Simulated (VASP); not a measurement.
# Sb (Fd-3m) in VASP: further runs

The runs below take Sb through single point, with LDA.

Program: VASP 6.6.1. These are calculated values, not measurements. Logs are shortened: lines on timing, memory, paths and dates and some standing lists are left out, and cuts for length are marked.

## 1. The cell of the first run

Symmetry: Fd-3m, No. 227, cubic system. Conventional cell: a = 7.086 Å, b = 7.086 Å, c = 7.086 Å, α = 90.00°, β = 90.00°, γ = 90.00°. Within 4.0 Å of Sb (site symmetry -43m) lie 4 Sb at 3.07 Å.

## 2. Single point, LDA (volume scaled by 1.12)

File INCAR:

```
SYSTEM = Sb
PREC = Accurate
ENCUT = 520
EDIFF = 1E-6
ISMEAR = -1
SIGMA = 0.1
LREAL = .FALSE.
LASPH = .TRUE.
NELM = 80
ALGO = Normal
ISIF = 2
LWAVE = .FALSE.
LCHARG = .FALSE.
GGA = CA
NBANDS = 12
```

File KPOINTS:

```
Automatic mesh
0
G
  9 9 9
  0 0 0
```

File POSCAR:

```
Sb
1.0
    0.0000000000      3.5428592163      3.5428592163
    3.5428592163      0.0000000000      3.5428592163
    3.5428592163      3.5428592163      0.0000000000
Sb
2
Direct
    0.1250000000      0.1250000000      0.1250000000
    0.8750000000      0.8750000000      0.8750000000
```

Potentials or basis: VASP PAW LDA potentials, release 64 (Sb).

Started as:

```sh
> cat potpaw_LDA.64/Sb/POTCAR > POTCAR
> mpirun -np 1 vasp_std > vasp.out
```

OUTCAR:

```text
SYSTEM = Sb
   PREC = Accurate
   ENCUT = 520
   EDIFF = 1E-6
   ISMEAR = -1
   LREAL = .FALSE.
   LASPH = .TRUE.
   NELM = 80
   ISIF = 2
   GGA = CA

 ion  position               nearest neighbor table
   1  0.125  0.125  0.125-   2 3.07   2 3.07   2 3.07   2 3.07
   2  0.875  0.875  0.875-   1 3.07   1 3.07   1 3.07   1 3.07

  LATTYP: Found a face centered cubic cell.
 ALAT       =     7.0857184326

  Lattice vectors:

 A1 = (   0.0000000000,   3.5428592163,   3.5428592163)
 A2 = (   3.5428592163,   0.0000000000,   3.5428592163)
 A3 = (   3.5428592163,   3.5428592163,   0.0000000000)

Analysis of symmetry for initial positions (statically):
=====================================================================
 Subroutine PRICEL returns:
 Original cell was already a primitive cell.

 Routine SETGRP: Setting up the symmetry group for a
 face centered cubic supercell.

 Subroutine GETGRP returns: Found 48 space group operations
 (whereof 12 operations were pure point group operations)
 out of a pool of 48 trial point group operations.

The static configuration has the point symmetry D_3d.
 The point group associated with its full space group is O_h .

Analysis of symmetry for dynamics (positions and initial velocities):
=====================================================================
 Subroutine PRICEL returns:
 Original cell was already a primitive cell.

 Routine SETGRP: Setting up the symmetry group for a
 face centered cubic supercell.

 Subroutine GETGRP returns: Found 48 space group operations
 (whereof 12 operations were pure point group operations)
 out of a pool of 48 trial point group operations.

The dynamic configuration has the point symmetry D_3d.
 The point group associated with its full space group is O_h .

 Subroutine INISYM returns: Found 48 space group operations
 (whereof 12 operations are pure point group operations),
 and found     1 'primitive' translations

----------------------------------------------------------------------------------------

                                     Primitive cell

  volume of cell :      88.9389

  direct lattice vectors                    reciprocal lattice vectors
     0.000000000  3.542859216  3.542859216    -0.141128950  0.141128950  0.141128950
     3.542859216  0.000000000  3.542859216     0.141128950 -0.141128950  0.141128950
     3.542859216  3.542859216  0.000000000     0.141128950  0.141128950 -0.141128950

  length of vectors
     5.010359553  5.010359553  5.010359553     0.244442511  0.244442511  0.244442511

  position of ions in fractional coordinates (direct lattice)
[... 85 lines left out ...]
   ISIF   =      2    stress and relaxation
   ISYM   =      2    0-nonsym 1-usesym 2-fastsym
   POTIM  = 0.5000    time-step for ionic-motion
   TEBEG  =    0.0;   TEEND  =   0.0 temperature during run
   PSTRESS=    0.0 pullay stress
   NELECT =      10.0000    total number of electrons
   NUPDOWN=      -1.0000    fix difference up-down
   EMIN   =  10.00;   EMAX   =-10.00  energy-range for DOS
   EFERMI =   0.00;   METHOD = LEGACY
   ISMEAR =    -1;   SIGMA  =   0.10  broadening in eV -4-tet -1-fermi 0-gaus
   EFERMI_NEDOS =   21; number of points for ismear=-14 and -15
   IALGO  =     38    algorithm
   IMIX   =      4    mixing-type and parameters
     AMIX     =   0.40;   BMIX     =  1.00
     AMIX_MAG =   1.60;   BMIX_MAG =  1.00
  volume/ion in A,a.u.               =      44.47       300.09
  Fermi-wavevector in a.u.,A,eV,Ry     =   0.790153  1.493172  8.494675  0.624341
  Thomas-Fermi vector in A             =   1.895437
   LORBIT       =      0    0 simple, 1 ext, 2 COOP (PROOUT), +10 PAW based schemes
   GGA     = CA    functional components
   LHFCALC =     F    Hartree Fock is set to
   AEXX    =    0.0000 exact exchange contribution
   IVDW    =     0    specifies the selected vdW correction
   LEPSILON=     F    determine dielectric tensor
   LRPA    =     F    only Hartree local field effects (RPA)
 non-spin polarized calculation
  energy-cutoff  :      520.00
  volume of cell :       88.94
 maximum number of plane-waves:      2421
 NGX is ok and might be reduce to    40
   NGX = 19   NGY = 19   NGZ = 19

 number of electron      10.0000000 magnetization

 Free energy of the ion-electron system (eV)
  ---------------------------------------------------
  ext. energy  EPLUGINS =         0.00000000
  ---------------------------------------------------
  free energy    TOTEN  =        -8.70697658 eV

  energy without entropy =       -8.66050819  energy(sigma->0) =       -8.68374238

 E-fermi :   3.2619     XC(G=0):  -7.9734

 val. band max:        3.2520062698   @ k =  -0.4444   0.4444   0.0000
 cond. band min:       3.2646358090   @ k =   0.4444   0.3333   0.0000
 fundamental gap:      0.0126295392
 Fermi energy:         3.2619229827

 k-point     1 :       0.0000    0.0000    0.0000
  band No.  band energies     occupation
      1      -7.9107      2.00000
      2      -2.3427      2.00000
      3       1.6522      2.00000
      4       1.6522      2.00000
      5       1.6522      2.00000
      6       3.8571      0.00519
      7       3.8571      0.00519
      8       3.8571      0.00519
      9       7.1040      0.00000
     10       9.6191      0.00000
     11       9.6191      0.00000
     12      10.7408      0.00000
[... 331 lines left out ...]
 k-point    24 :       0.4444    0.4444    0.0000
  band No.  band energies     occupation
      1      -6.2884      2.00000
      2      -5.4558      2.00000
      3       0.1579      2.00000
      4       0.1579      2.00000
      5       2.8244      1.97515
      6       2.9286      1.93111
      7       7.0867      0.00000
      8       7.0867      0.00000
      9       8.6154      0.00000
     10       9.7780      0.00000
     11      11.5053      0.00000
     12      11.5055      0.00000

 [... further k-points ...]
[... 5 lines left out ...]
  --------------------------------------------------------------------------------------
  -------------------------------------------------------------------------------------
  Total       -1.8341124     -1.8341124     -1.8341124      0.0000000     -0.0000000     -0.0000000
  in kB      -33.0403667    -33.0403667    -33.0403667      0.0000000     -0.0000000     -0.0000000
  external PRESSURE =     -33.0403667 kB  Pullay stress =       0.0000000 kB

 VOLUME and BASIS-vectors are now :
 -----------------------------------------------------------------------------
  energy-cutoff  :      520.00
  volume of cell :       88.94
      direct lattice vectors                 reciprocal lattice vectors
     0.000000000  3.542859216  3.542859216    -0.141128950  0.141128950  0.141128950
     3.542859216  0.000000000  3.542859216     0.141128950 -0.141128950  0.141128950
     3.542859216  3.542859216  0.000000000     0.141128950  0.141128950 -0.141128950

 POSITION                                       TOTAL-FORCE (eV/Angst)
 -----------------------------------------------------------------------------------
      0.88571      0.88571      0.88571         0.000000      0.000000      0.000000
      6.20000      6.20000      6.20000        -0.000000     -0.000000     -0.000000
 -----------------------------------------------------------------------------------
    total drift:                                0.000000     -0.000000      0.000000

  FREE ENERGIE OF THE ION-ELECTRON SYSTEM (eV)
  ---------------------------------------------------
  free  energy   TOTEN  =        -8.7069765765 eV

  energy  without entropy=       -8.6605081878  energy(sigma->0) =       -8.68374238
```

OSZICAR:

```text
N       E                     dE             d eps       ncg     rms          rms(c)
DAV:   1     0.322648331690E+02    0.32265E+02   -0.31905E+03   840   0.619E+02
DAV:   2    -0.639235150889E+01   -0.38657E+02   -0.37532E+02  1060   0.959E+01
DAV:   3    -0.871168810074E+01   -0.23193E+01   -0.22838E+01  1084   0.259E+01
DAV:   4    -0.874162894225E+01   -0.29941E-01   -0.29933E-01   924   0.352E+00
DAV:   5    -0.874225818074E+01   -0.62924E-03   -0.62924E-03  1044   0.566E-01    0.243E+00
DAV:   6    -0.871943948841E+01    0.22819E-01   -0.75182E-03   948   0.416E-01    0.142E+00
DAV:   7    -0.870688115785E+01    0.12558E-01   -0.16411E-02   876   0.607E-01    0.532E-02
DAV:   8    -0.870696879448E+01   -0.87637E-04   -0.56151E-04   932   0.151E-01    0.159E-02
DAV:   9    -0.870697622970E+01   -0.74352E-05   -0.18568E-05  1024   0.272E-02    0.550E-03
DAV:  10    -0.870697657653E+01   -0.34682E-06   -0.13377E-06   760   0.668E-03
   1 F= -.87069766E+01 E0= -.86837424E+01  d E =-.464684E-01
```

stdout:

```text
POSCAR found type information on POSCAR Sb
 POSCAR found :  1 types and       2 ions
 scaLAPACK will be used
 LDA part: xc-table for (Slater(with rela. corr.)+CA(PZ))
 , standard interpolation
 POSCAR, INCAR and KPOINTS ok, starting setup
 FFT: planning ... GRIDC
 FFT: planning ... GRID_SOFT
 FFT: planning ... GRID
 WAVECAR not read
 entering main loop
```

Run time: 48 s. Hardware: 1 thread of Intel Xeon 8259CL, shared host; peak memory 0.2 GiB.

What came out:

```
Free energy            : -8.7070 eV
Pressure               : -3.3 GPa
Band gap on the k mesh : zero (band 5 reaches 3.63 eV, above the bottom of band 6 at 2.93 eV)
```

Caveat: the cell differs from its parent crystal (volume scaled by 1.12); spin-orbit coupling is left out, which moves the levels of the heavy elements.

## 3. Single point, LDA

This run uses another cell than the first one, of 39.70 Å³/atom, 0.893 times its volume.

File INCAR:

```
SYSTEM = Sb
PREC = Accurate
ENCUT = 520
EDIFF = 1E-6
ISMEAR = -1
SIGMA = 0.1
LREAL = .False.
LASPH = .True.
NELM = 60
ALGO = Normal
ISIF = 2
LWAVE = .False.
LCHARG = .False.
NBANDS = 12
```

File KPOINTS:

```
Automatic mesh
0
Gamma
  13 13 13
  0 0 0
```

File POSCAR:

```
Sb
1.0
    0.0000000000      3.4115197309      3.4115197309
    3.4115197309      0.0000000000      3.4115197309
    3.4115197309      3.4115197309      0.0000000000
Sb
2
Direct
    0.1250000000      0.1250000000      0.1250000000
    0.8750000000      0.8750000000      0.8750000000
```

Potentials or basis: VASP PAW LDA potentials, release 64 (Sb).

Started as:

```sh
> cat potpaw_LDA.64/Sb/POTCAR > POTCAR
> mpirun -np 1 vasp_std > vasp.out
```

Wall time 76 s (1 thread of Intel Xeon 8259CL, shared host); peak memory 0.21 GiB.

Results (log left out):

```
Free energy            : -8.8230 eV
Pressure               : 0.0 GPa
Band gap on the k mesh : zero (band 5 reaches 4.96 eV, above the bottom of band 6 at 3.86 eV)
```

Levels at points of the mesh, in eV from the Fermi level:
| k point | band 3 | band 4 | band 5 | band 6 | band 7 | band 8 |
| --- | --- | --- | --- | --- | --- | --- |
| (0.00, 0.00, 0.00) | -1.85 | -1.85 | -1.85 | 0.49 | 0.49 | 0.49 |

Caveat: spin-orbit coupling is left out, which moves the levels of the heavy elements.
